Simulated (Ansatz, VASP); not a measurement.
# Two plane-wave programs on ZrB2

```
Zr B
1.0
     3.09170    0.00000    0.00000
    -1.54585    2.67749    0.00000
     0.00000    0.00000    3.56520
Zr B
1 2
Direct
  0.00000 0.00000 0.00000
  0.33333 0.66667 0.50000
  0.66667 0.33333 0.50000
```

Alike in both runs: task single point; functional PBEsol; k mesh 15 × 15 × 12; occupations gaussian, width 0.15 eV; no spin polarisation.

|  | VASP | Ansatz |
| --- | --- | --- |
| version | VASP 6.6.1 | Ansatz 0.2.0 |
| potentials or method | VASP PAW PBE potentials, release 64 (Zr_sv, B), cutoff 520 eV | scalar-relativistic, plane waves, PAW |
| valence electrons in the cell | 18 | 18 |

|  | VASP | Ansatz | Ansatz less VASP |
| --- | --- | --- | --- |
| gap on the k mesh at the Fermi level (eV) | none | none | - |
| pressure (GPa) | 7.2 | 6.9 | -0.38 |
| traceless stress, the component that is largest in VASP (GPa) | -9.27 | -9.25 | +0.014 |

VASP's potentials were made for PBE, not for PBEsol. A gap of «none» marks a metal or a gap that the smearing closes. The functional is the same, so the differences come from potentials, cutoffs and numerics.
